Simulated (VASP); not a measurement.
# V4Ir (Fmmm) in VASP: notebook

V4Ir is run at these levels: PBE, PBEsol, LDA; tasks: single point.

All numbers are computed with VASP 6.6.1; they aren't measurements. Logs are shortened: lines on timing, memory, paths and dates and some standing lists are left out, and cuts for length are marked.

**1. The cell of the first run**

Symmetry: Fmmm, No. 69, orthorhombic system. Conventional cell: a = 3.020 Å, b = 4.414 Å, c = 20.612 Å, α = 90.00°, β = 90.00°, γ = 90.00°. Within 3.3 Å of V (site symmetry mm2) lie 10 V at 2.52 to 3.02 Å and 4 Ir at 2.60 to 3.06 Å. Within 3.3 Å of V (site symmetry mm2) lie 14 V at 2.52 to 3.02 Å. Ir (site symmetry mmm) has 8 V at 2.60 to 3.06 Å and 6 Ir at 2.67 to 3.02 Å within 3.4 Å.

**2. Single point, PBE**

INCAR reads:

```
SYSTEM = V4Ir
PREC = Accurate
ENCUT = 520
EDIFF = 1E-7
ISMEAR = 0
SIGMA = 0.1
LREAL = .False.
LASPH = .True.
NELM = 60
ALGO = Normal
ISIF = 2
LWAVE = .False.
LCHARG = .True.
GGA = PE
LELF = .True.
LVHAR = .True.
NBANDS = 38
NELECT = 60.9
```

KPOINTS reads:

```
Automatic mesh
0
Gamma
  2 2 2
  0 0 0
```

POSCAR reads:

```
V4Ir
1.0
    0.0000000000      2.2071380000     10.3060750000
    1.5098600000      0.0000000000     10.3060750000
    1.5098600000      2.2071380000      0.0000000000
V Ir
4 1
Direct
    0.3971470000      0.3971470000      0.6028530000
    0.7994890000      0.7994890000      0.2005110000
    0.2005110000      0.2005110000      0.7994890000
    0.6028530000      0.6028530000      0.3971470000
    0.0000000000      0.0000000000      0.0000000000
```

Potentials or basis: VASP PAW PBE potentials, release 64 (V_sv, Ir).

The run is started by

```sh
$ cat potpaw_PBE.64/V_sv/POTCAR potpaw_PBE.64/Ir/POTCAR > POTCAR
$ mpirun -np 1 vasp_std > vasp.out
```

OUTCAR:

```text
SYSTEM = V4Ir
   PREC = Accurate
   ENCUT = 520
   EDIFF = 1E-7
   ISMEAR = 0
   LREAL = .False.
   LASPH = .True.
   NELM = 60
   ISIF = 2
   GGA = PE
   NELECT = 60.9

 ion  position               nearest neighbor table
   1  0.397  0.397  0.603-   2 2.52   2 2.52   5 2.60   5 2.60   5 3.06   5 3.06
   2  0.799  0.799  0.201-   1 2.52   1 2.52   3 2.54   3 2.54
   3  0.201  0.201  0.799-   4 2.52   4 2.52   2 2.54   2 2.54
   4  0.603  0.603  0.397-   3 2.52   3 2.52   5 2.60   5 2.60   5 3.06   5 3.06
   5  0.000  0.000  0.000-   4 2.60   4 2.60   1 2.60   1 2.60   1 3.06   4 3.06   4 3.06   1 3.06

  LATTYP: Found a face centered orthorhombic cell.
 ALAT       =     3.0197200000
 B/A-ratio  =     1.4618163273
 C/A-ratio  =     6.8258480919

  Lattice vectors:

 A1 = (   0.0000000000,   2.2071380000,  10.3060750000)
 A2 = (   1.5098600000,   0.0000000000,  10.3060750000)
 A3 = (   1.5098600000,   2.2071380000,   0.0000000000)

Analysis of symmetry for initial positions (statically):
=====================================================================
 Subroutine PRICEL returns:
 Original cell was already a primitive cell.

 Routine SETGRP: Setting up the symmetry group for a
 face centered orthorhombic supercell.

 Subroutine GETGRP returns: Found  8 space group operations
 (whereof  8 operations were pure point group operations)
 out of a pool of  8 trial point group operations.

The static configuration has the point symmetry D_2h.

Analysis of symmetry for dynamics (positions and initial velocities):
=====================================================================
 Subroutine PRICEL returns:
 Original cell was already a primitive cell.

 Routine SETGRP: Setting up the symmetry group for a
 face centered orthorhombic supercell.

 Subroutine GETGRP returns: Found  8 space group operations
 (whereof  8 operations were pure point group operations)
 out of a pool of  8 trial point group operations.

The dynamic configuration has the point symmetry D_2h.

 Subroutine INISYM returns: Found  8 space group operations
 (whereof  8 operations are pure point group operations),
 and found     1 'primitive' translations

----------------------------------------------------------------------------------------

                                     Primitive cell

  volume of cell :      68.6894

  direct lattice vectors                    reciprocal lattice vectors
[... 74 lines left out ...]
   LREAL  =      F    real-space projection
   EDIFFG = 0.1E-05   stopping-criterion for IOM
   NSW    =      0    number of steps for IOM
   IBRION =     -1    ionic relax: 0-MD 1-quasi-New 2-CG
   NFREE  =      0    steps in history (QN), initial steepest desc. (CG)
   ISIF   =      2    stress and relaxation
   ISYM   =      2    0-nonsym 1-usesym 2-fastsym
   POTIM  = 0.5000    time-step for ionic-motion
   TEBEG  =    0.0;   TEEND  =   0.0 temperature during run
   PSTRESS=    0.0 pullay stress
   NELECT =      60.9000    total number of electrons
   NUPDOWN=      -1.0000    fix difference up-down
   EMIN   =  10.00;   EMAX   =-10.00  energy-range for DOS
   EFERMI =   0.00;   METHOD = LEGACY
   ISMEAR =     0;   SIGMA  =   0.10  broadening in eV -4-tet -1-fermi 0-gaus
   EFERMI_NEDOS =   21; number of points for ismear=-14 and -15
   IALGO  =     38    algorithm
   IMIX   =      4    mixing-type and parameters
     AMIX     =   0.40;   BMIX     =  1.00
     AMIX_MAG =   1.60;   BMIX_MAG =  1.00
  volume/ion in A,a.u.               =      13.74        92.71
  Fermi-wavevector in a.u.,A,eV,Ry     =   1.572718  2.972006 33.653207  2.473441
  Thomas-Fermi vector in A             =   2.674110
   LORBIT       =      0    0 simple, 1 ext, 2 COOP (PROOUT), +10 PAW based schemes
   GGA     = PE    functional components
   LHFCALC =     F    Hartree Fock is set to
   AEXX    =    0.0000 exact exchange contribution
   IVDW    =     0    specifies the selected vdW correction
   LEPSILON=     F    determine dielectric tensor
   LRPA    =     F    only Hartree local field effects (RPA)
 non-spin polarized calculation
 Gauss-broadening in eV      SIGMA  =   0.10
  energy-cutoff  :      520.00
  volume of cell :       68.69
 maximum number of plane-waves:      1872
 NGX is ok and might be reduce to    80
   NGX = 39   NGY = 39   NGZ =  9

 number of electron      60.9000010 magnetization

 Free energy of the ion-electron system (eV)
  ---------------------------------------------------
  ext. energy  EPLUGINS =         0.00000000
  ---------------------------------------------------
  free energy    TOTEN  =       -45.02321510 eV

  energy without entropy =      -44.96741619  energy(sigma->0) =      -44.99531564

 E-fermi :  10.2042     XC(G=0): -13.0317

 val. band max:       10.1728906855   @ k =   0.0000   0.5000   0.5000
 cond. band min:      10.2705846849   @ k =   0.0000   0.0000   0.0000
 fundamental gap:      0.0976939994
 Fermi energy:        10.2042395052

 k-point     1 :       0.0000    0.0000    0.0000
  band No.  band energies     occupation
      1     -54.0333      2.00000
      2     -54.0199      2.00000
      3     -53.8544      2.00000
      4     -53.7443      2.00000
      5     -28.1477      2.00000
      6     -27.9942      2.00000
[... 194 lines left out ...]
     37      13.1001      0.00000
     38      13.1980      0.00000

------------------------ aborting loop because EDIFF is reached ----------------------------------------

  FORCE on cell =-STRESS in cart. coord.  units (eV):
  Direction    XX          YY          ZZ          XY          YZ          ZX
  --------------------------------------------------------------------------------------
  -------------------------------------------------------------------------------------
  Total       -0.1238599    -13.4166326      6.9021089      0.0000000      0.0000000      0.0000000
  in kB       -2.8890276   -312.9425714    160.9914927      0.0000000      0.0000000      0.0000000
  external PRESSURE =     -51.6133687 kB  Pullay stress =       0.0000000 kB

 VOLUME and BASIS-vectors are now :
 -----------------------------------------------------------------------------
  energy-cutoff  :      520.00
  volume of cell :       68.69
      direct lattice vectors                 reciprocal lattice vectors
     0.000000000  2.207138000 10.306075000    -0.331156531  0.226537715  0.048515075
     1.509860000  0.000000000 10.306075000     0.331156531 -0.226537715  0.048515075
     1.509860000  2.207138000  0.000000000     0.331156531  0.226537715 -0.048515075

 POSITION                                       TOTAL-FORCE (eV/Angst)
 -----------------------------------------------------------------------------------
      1.50986      2.20714      8.18605         0.000000      0.000000     -0.414419
      1.50986      2.20714     16.47919         0.000000      0.000000      0.091176
      1.50986      2.20714      4.13296         0.000000      0.000000     -0.091176
      1.50986      2.20714     12.42610         0.000000      0.000000      0.414419
      0.00000      0.00000      0.00000         0.000000      0.000000     -0.000000
 -----------------------------------------------------------------------------------
    total drift:                                0.000000      0.000000     -0.000000

  FREE ENERGIE OF THE ION-ELECTRON SYSTEM (eV)
  ---------------------------------------------------
  free  energy   TOTEN  =       -45.0232150997 eV

  energy  without entropy=      -44.9674161895  energy(sigma->0) =      -44.99531564
```

It took 2.1 min on 1 thread of AMD EPYC 9755, shared host; peak memory 0.29 GiB.

What came out:

```
Free energy   : -45.0232 eV
Largest force : 0.414 eV/Å
```

Forces on the atoms (eV/Å):
```
V    0.000  0.000 -0.414
V    0.000  0.000  0.091
V    0.000  0.000 -0.091
V    0.000  0.000  0.414
Ir   0.000  0.000  0.000
```

Caveat: the k points lie up to 1.27 Å⁻¹ apart, too coarse for converged energies, forces and pressures; the cell carries a net charge on a neutralising background, which shifts energy and pressure; the cell is charged against a uniform background, so pressure and absolute levels hang on convention; spin-orbit coupling is left out, which moves the levels of the heavy elements.

**3. Single point, PBE**

INCAR reads:

```
PREC = Accurate
ENCUT = 520
EDIFF = 1E-6
ISMEAR = 0
SIGMA = 0.0056
LREAL = False
LASPH = True
NELM = 100
ALGO = Normal
ISIF = 2
LWAVE = False
LCHARG = False
GGA = PE
NBANDS = 38
```

KPOINTS reads:

```
regular mesh
0
Gamma
  2 2 2
```

POSCAR is that of step 2.

Potentials or basis: VASP PAW PBE potentials, release 64 (V_sv, Ir).

The run is started by

```sh
$ cat potpaw_PBE.64/V_sv/POTCAR potpaw_PBE.64/Ir/POTCAR > POTCAR
$ mpirun -np 1 vasp_std > vasp.out
```

It took 2.5 min on 1 thread of AMD EPYC 9755, shared host; peak memory 0.3 GiB.

It converged, with:

```
Free energy            : -43.9690 eV
Pressure               : -1.9 GPa
Largest force          : 0.440 eV/Å
Band gap on the k mesh : zero (an odd number of electrons rules out a gap without spin polarisation)
```

Forces in eV/Å, atoms in the order of the input:
```
V    0.000  0.000 -0.440
V    0.000  0.000  0.211
V    0.000  0.000 -0.211
V    0.000  0.000  0.440
Ir   0.000  0.000  0.000
```

Stress tensor (GPa, compression positive):
```
  1.97   0.00   0.00
  0.00 -27.32   0.00
  0.00   0.00  19.64
```

Levels at points of the mesh, in eV from the Fermi level:
```tsv
k point	band 29	band 30	band 31	band 32	band 33	band 34
(0.00, 0.00, 0.00)	-0.31	-0.23	-0.03	0.07	0.12	0.35
(0.50, 0.00, 0.00)	-0.40	-0.15	0.00	0.16	0.77	1.48
(0.50, 0.50, 0.00)	-0.34	-0.29	-0.23	-0.08	0.08	0.28
(0.50, 0.00, 0.50)	-0.29	0.16	0.94	1.36	1.99	2.16
(0.00, 0.50, 0.50)	0.00	0.31	1.02	1.27	1.36	1.42
```

Caveat: the k points lie up to 1.27 Å⁻¹ apart, too coarse for converged energies and pressures of a metal; spin-orbit coupling is left out, which moves the levels of the heavy elements.

**4. Single point, PBEsol**

INCAR reads:

```
PREC = Accurate
ENCUT = 520
EDIFF = 1E-7
ISMEAR = 0
SIGMA = 0.1
LREAL = F
LASPH = T
NELM = 60
ALGO = Normal
ISIF = 2
LWAVE = F
LCHARG = F
GGA = PS
NBANDS = 38
```

KPOINTS is that of step 3.

POSCAR is that of step 3.

The run is started by

```sh
$ cat potpaw_PBE.64/V_sv/POTCAR potpaw_PBE.64/Ir/POTCAR > POTCAR
$ mpirun -np 1 vasp_std > vasp.out
```

It took 2 min on 1 thread of AMD EPYC 9755, shared host; peak memory 0.29 GiB.

Results (log left out):

| Quantity | Value |
| --- | --- |
| Free energy | -47.4345 eV |
| Pressure | -9.6 GPa |
| Largest force | 0.425 eV/Å |
| Band gap on the k mesh | zero (an odd number of electrons rules out a gap without spin polarisation) |

Forces on the atoms (eV/Å):
```
V    0.000  0.000 -0.425
V    0.000  0.000  0.123
V    0.000  0.000 -0.123
V    0.000  0.000  0.425
Ir   0.000  0.000  0.000
```

Stress tensor (GPa, compression positive):
```
 -4.80   0.00   0.00
  0.00 -35.68   0.00
  0.00   0.00  11.53
```

Levels at points of the mesh, in eV from the Fermi level:
| k point | band 29 | band 30 | band 31 | band 32 | band 33 | band 34 |
| --- | --- | --- | --- | --- | --- | --- |
| (0.00, 0.00, 0.00) | -0.35 | -0.27 | -0.05 | 0.06 | 0.12 | 0.30 |
| (0.50, 0.00, 0.00) | -0.43 | -0.20 | -0.04 | 0.12 | 0.73 | 1.44 |
| (0.50, 0.50, 0.00) | -0.35 | -0.31 | -0.27 | -0.11 | 0.07 | 0.25 |
| (0.50, 0.00, 0.50) | -0.34 | 0.12 | 0.91 | 1.28 | 1.97 | 2.14 |
| (0.00, 0.50, 0.50) | -0.05 | 0.29 | 1.00 | 1.25 | 1.28 | 1.39 |

Caveat: the k points lie up to 1.27 Å⁻¹ apart, too coarse for converged energies and pressures of a metal; the PAW data sets were made with another functional, which shifts forces and pressure a little; spin-orbit coupling is left out, which moves the levels of the heavy elements.

**5. Single point, LDA**

INCAR reads:

```
SYSTEM = V4Ir
ALGO     = Normal         ! electronic algorithm
EDIFF    = 1E-7           ! SCF threshold, eV
ENCUT    = 520            ! plane-wave cutoff, eV
ISIF     = 2              ! what is computed and relaxed
ISMEAR   = 0              ! smearing method
ISYM     = 0            
LASPH    = .True.         ! aspherical terms in the spheres
LCHARG   = .True.         ! write CHGCAR
LELF     = .True.         ! ELF
LREAL    = .False.        ! projectors in reciprocal space
LVHAR    = .True.       
LWAVE    = .False.        ! write WAVECAR
NBANDS   = 38             ! bands
NELM     = 100            ! most SCF steps
PREC     = Accurate       ! precision mode
SIGMA    = 0.1            ! smearing width, eV
```

KPOINTS reads:

```
Automatic mesh
0
Gamma
  2 2 2
  0.25 0.25 0.25
```

POSCAR is that of step 4.

Potentials or basis: VASP PAW LDA potentials, release 64 (V_sv, Ir).

The run is started by

```sh
$ cat potpaw_LDA.64/V_sv/POTCAR potpaw_LDA.64/Ir/POTCAR > POTCAR
$ mpirun -np 1 vasp_std > vasp.out
```

OUTCAR:

```text
SYSTEM = V4Ir
   EDIFF = 1E-7
   ENCUT = 520
   ISIF = 2
   ISMEAR = 0
   ISYM = 0
   LASPH = .True.
   LREAL = .False.
   NELM = 100
   PREC = Accurate

 ion  position               nearest neighbor table
   1  0.397  0.397  0.603-   2 2.52   2 2.52   5 2.60   5 2.60   5 3.06   5 3.06
   2  0.799  0.799  0.201-   1 2.52   1 2.52   3 2.54   3 2.54
   3  0.201  0.201  0.799-   4 2.52   4 2.52   2 2.54   2 2.54
   4  0.603  0.603  0.397-   3 2.52   3 2.52   5 2.60   5 2.60   5 3.06   5 3.06
   5  0.000  0.000  0.000-   4 2.60   4 2.60   1 2.60   1 2.60   1 3.06   4 3.06   4 3.06   1 3.06

[... 1150 lines left out ...]
  -------------------------------------------------------------------------------------
  Total       -4.9861554    -11.6222299     -2.7274781     -0.0006190      0.0000058     -0.0000363
  in kB     -116.3019318   -271.0881807    -63.6183484     -0.0144385      0.0001364     -0.0008476
  external PRESSURE =    -150.3361536 kB  Pullay stress =       0.0000000 kB

 VOLUME and BASIS-vectors are now :
 -----------------------------------------------------------------------------
  energy-cutoff  :      520.00
  volume of cell :       68.69
      direct lattice vectors                 reciprocal lattice vectors
     0.000000000  2.207138000 10.306075000    -0.331156531  0.226537715  0.048515075
     1.509860000  0.000000000 10.306075000     0.331156531 -0.226537715  0.048515075
     1.509860000  2.207138000  0.000000000     0.331156531  0.226537715 -0.048515075

 POSITION                                       TOTAL-FORCE (eV/Angst)
 -----------------------------------------------------------------------------------
      1.50986      2.20714      8.18605        -0.000049     -0.000030     -0.126127
      1.50986      2.20714     16.47919        -0.000055     -0.000042     -0.231954
      1.50986      2.20714      4.13296         0.000055      0.000041      0.231913
      1.50986      2.20714     12.42610         0.000049      0.000030      0.126126
      0.00000      0.00000      0.00000        -0.000001      0.000000      0.000042
 -----------------------------------------------------------------------------------
    total drift:                                0.000005     -0.000001     -0.000112

  FREE ENERGIE OF THE ION-ELECTRON SYSTEM (eV)
  ---------------------------------------------------
  free  energy   TOTEN  =       -50.5768839005 eV

  energy  without entropy=      -50.5288737101  energy(sigma->0) =      -50.55287881
```

OSZICAR:

```text
N       E                     dE             d eps       ncg     rms          rms(c)
DAV:   1     0.922727624271E+03    0.92273E+03   -0.34961E+04  2512   0.181E+03
DAV:   2    -0.320478457148E+01   -0.92593E+03   -0.90501E+03  2432   0.627E+02
DAV:   3    -0.571272913363E+02   -0.53923E+02   -0.51710E+02  3380   0.161E+02
[... 13 lines left out ...]
DAV:  17    -0.505770070615E+02    0.10901E-02   -0.56782E-03  3250   0.431E-01    0.135E-01
DAV:  18    -0.505768989395E+02    0.10812E-03   -0.45942E-04  2940   0.143E-01    0.482E-02
DAV:  19    -0.505768843186E+02    0.14621E-04   -0.11015E-04  3350   0.552E-02    0.771E-03
DAV:  20    -0.505768839404E+02    0.37826E-06   -0.54286E-06  2870   0.156E-02    0.351E-03
DAV:  21    -0.505768839005E+02    0.39885E-07   -0.56402E-07  2382   0.533E-03
   1 F= -.50576884E+02 E0= -.50552879E+02  d E =-.480102E-01
```

stdout:

```text
POSCAR found type information on POSCAR V Ir
 POSCAR found :  2 types and       5 ions
 scaLAPACK will be used
 LDA part: xc-table for (Slater(with rela. corr.)+CA(PZ))
 , standard interpolation
 POSCAR, INCAR and KPOINTS ok, starting setup
 FFT: planning ... GRIDC
 FFT: planning ... GRID_SOFT
 FFT: planning ... GRID
 WAVECAR not read
 entering main loop
```

Run time: 8.9 min. Hardware: 1 thread of AMD EPYC 9755, shared host; peak memory 0.27 GiB.

Results:

```yaml
Free_energy: -50.5769 eV
Pressure: -15.0 GPa
Largest_force: 0.232 eV/Å
Band_gap_on_the_k_mesh: zero (an odd number of electrons rules out a gap without spin polarisation)
```

Forces in eV/Å, atoms in the order of the input:
```
V    0.000  0.000 -0.126
V    0.000  0.000 -0.232
V    0.000  0.000  0.232
V    0.000  0.000  0.126
Ir   0.000  0.000  0.000
```

Caveat: the k points lie up to 0.63 Å⁻¹ apart, too coarse for converged energies and pressures of a metal; spin-orbit coupling is left out, which moves the levels of the heavy elements.

(Continued in part 2 of 2.)

The gap in the log of VASP goes by the Fermi energy; the results here count the filled bands.